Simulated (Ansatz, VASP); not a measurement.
One calculation of Si3Sn, two programs

Contents of INCAR:

```
SYSTEM = Si3Sn
PREC = Accurate ; ENCUT = 600
EDIFF = 1E-6 ; ISMEAR = 0
SIGMA = 0.1 ; LREAL = .FALSE.
LASPH = .TRUE. ; NELM = 100
ALGO = Normal ; ISIF = 3
LWAVE = .FALSE. ; LCHARG = .FALSE.
GGA = PE ; IBRION = 2
NSW = 100 ; EDIFFG = -0.01
```

File KPOINTS:

```
Automatic mesh
0
G
  18 18 8
  0 0 0
```

The input POSCAR:

```
Si3Sn
1.0
    3.5639225770      0.0000000000      0.0000000000
   -1.7819612885      3.0864474888      0.0000000000
    0.0000000000      0.0000000000      7.1717262019
Si Sn
3 1
Direct
    0.3333333333      0.6666666667      0.6944688051
    0.3333333333      0.6666666667      0.3055311949
    0.6666666667      0.3333333333      0.5000000000
    0.6666666667      0.3333333333      0.0000000000
```

Input for Ansatz:

```yaml
crystal:
  lattice:
    - [3.563922577, 0.0, 0.0]
    - [-1.7819612885, 3.0864474888, 0.0]
    - [0.0, 0.0, 7.1717262019]
  atoms:
    - { symbol: Si, position: [0.3333333333, 0.6666666667, 0.6944688051] }
    - { symbol: Si, position: [0.3333333333, 0.6666666667, 0.3055311949] }
    - { symbol: Si, position: [0.6666666667, 0.3333333333, 0.5] }
    - { symbol: Sn, position: [0.6666666667, 0.3333333333, 0.0] }
basis:
  ecutwfc: 420
kpoints:
  mp_grid: { grid: [18, 18, 8] }
hamiltonian:
  xc: pbe
scf:
  occupations: { method: gaussian, width: 0.1 }
output:
  forces: true
  stress: true
  eigenvalues: true
relax:
  adjacent_minimum: "off"
  f_tol: 0.01
  max_steps: 80
  cell: { stress_tol: 0.05 }
```

Alike in both runs: task relaxation of cell and atoms; functional PBE; k mesh 18 × 18 × 8; occupations gaussian, width 0.1 eV; no spin polarisation.

|  | VASP | Ansatz |
| --- | --- | --- |
| version | VASP 6.6.1 | Ansatz 0.2.0 |
| potentials or method | VASP PAW PBE potentials, release 64 (Si, Sn_d), cutoff 600 eV | scalar-relativistic, plane waves, PAW |
| valence electrons in the cell | 26 | 26 |

```csv
,VASP,Ansatz,Ansatz less VASP
"gap on the k mesh at the Fermi level, each at its own relaxed structure (eV)",none,none,-
relaxed volume (Å³/atom),19.70,19.69,-0.006
relaxed cell length with the largest relative difference (Å),3.570,3.569,-0.0005
```

A gap of «none» marks a metal or a gap that the smearing closes.
